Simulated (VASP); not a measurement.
Wanted: the native input for a VASP 6.6.1 run.

```
Task                   : electric field gradients
Functional             : LDA
Potentials or basis    : VASP PAW LDA potentials, release 64 (Li_sv, Pt)
Cutoff                 : 520 eV
k mesh                 : 9 × 9 × 12
Occupations            : fermi-dirac, width 0.03 eV
Spin                   : no spin polarisation
Dipole correction      : no
Further INCAR settings : ALGO = Normal; EDIFF = 1e-08; NBANDS = 15
```

The structure of Li2Pt lies in POSCAR:

```
Li2Pt
1.0
    4.1859989866      0.0000000000      0.0000000000
   -2.0929994933      3.6251814627      0.0000000000
    0.0000000000      0.0000000000      2.6077800000
Li Pt
2 1
Direct
    0.3333333333      0.6666666667      0.5000000000
    0.6666666667      0.3333333333      0.5000000000
    0.0000000000      0.0000000000      0.0000000000
```

This cell differs from its parent crystal: zz strain of -2 %.

These files were run (other wordings do the same):

INCAR

```
PREC = Accurate ; ENCUT = 520
EDIFF = 1E-8 ; ISMEAR = -1
SIGMA = 0.03 ; LREAL = False
LASPH = True ; NELM = 60
ALGO = Normal ; ISIF = 2
LWAVE = False ; LCHARG = False
LEFG = True ; NBANDS = 15
```

KPOINTS

```
Automatic mesh
0
Gamma
  9 9 12
```

Potentials or basis: VASP PAW LDA potentials, release 64 (Li_sv, Pt).

Launch:

```bash
$ cat potpaw_LDA.64/Li_sv/POTCAR potpaw_LDA.64/Pt/POTCAR > POTCAR
$ mpirun -np 1 vasp_std > vasp.out
```

Results of the run:

```yaml
Band_gap_on_the_k_mesh: zero (band 8 reaches 6.52 eV, above the bottom of band 9 at 4.65 eV)
```

Caveat: the cell differs from its parent crystal (zz strain of -2 %); without QUAD_EFG the Cq values of the log hold for a quadrupole moment of 1 mb, not for the nuclei; spin-orbit coupling is left out, which moves the levels of the heavy elements.

It took 47 s on 1 thread of Intel(R) Xeon(R) Platinum 8375C CPU @ 2.90GHz (Ice Lake), with other jobs on the host, peak memory 0.17 GiB.
